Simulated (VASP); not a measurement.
# GaSb: single point with PBEsol

The system is GaSb.

```xyz
2
Lattice="-2.6605 2.6605 1.5076 2.6605 -2.6605 1.5076 2.6605 2.6605 -1.5076" Properties=species:S:1:pos:R:3 pbc="T T T"
Sb    0.0000    0.0000    0.0000
Ga    0.0000    2.6605    0.7538
```

```json
{
  "Program": "VASP 6.6.1",
  "Task": "single point",
  "Functional": "PBEsol",
  "Potentials or basis": "VASP PAW PBE potentials, release 64 (Sb, Ga_d)",
  "Cutoff": "520 eV",
  "k mesh": "10 × 10 × 10",
  "Occupations": "fermi-dirac, width 0.05 eV",
  "Spin": "no spin polarisation"
}
```

```yaml
Pressure: 5.1 GPa
Band_gap_on_the_k_mesh: zero (bands 9 and 10 overlap by 4.87 eV)
```

Levels at points of the mesh, in eV from the Fermi level:
| k point | band 5 | band 6 | band 7 | band 8 | band 9 | band 10 | band 11 | band 12 | band 13 | band 14 |
| --- | --- | --- | --- | --- | --- | --- | --- | --- | --- | --- |
| (0.00, 0.00, 0.00) | -14.89 | -12.95 | -2.78 | -2.29 | -2.29 | 3.07 | 6.08 | 7.66 | 7.66 | 8.47 |
| (0.50, 0.00, 0.00) | -14.85 | -8.46 | -6.23 | -2.56 | -1.69 | -1.38 | 2.18 | 3.54 | 5.57 | 8.30 |
| (0.50, 0.50, 0.00) | -14.88 | -11.25 | -8.86 | -0.11 | 1.70 | 2.30 | 2.36 | 5.31 | 7.16 | 9.14 |
| (0.50, 0.50, 0.50) | -14.88 | -9.77 | -6.37 | -5.78 | -5.78 | 4.12 | 5.51 | 11.49 | 11.49 | 13.59 |

Wall time 91 s on 1 thread of AMD EPYC 9R14 (Zen 4) (shared host), peak memory 0.19 GiB.

Caveat: the cell stands under pressure; the PAW data sets were made with another functional, which shifts forces and pressure a little; spin-orbit coupling is left out, which moves the levels of the heavy elements.
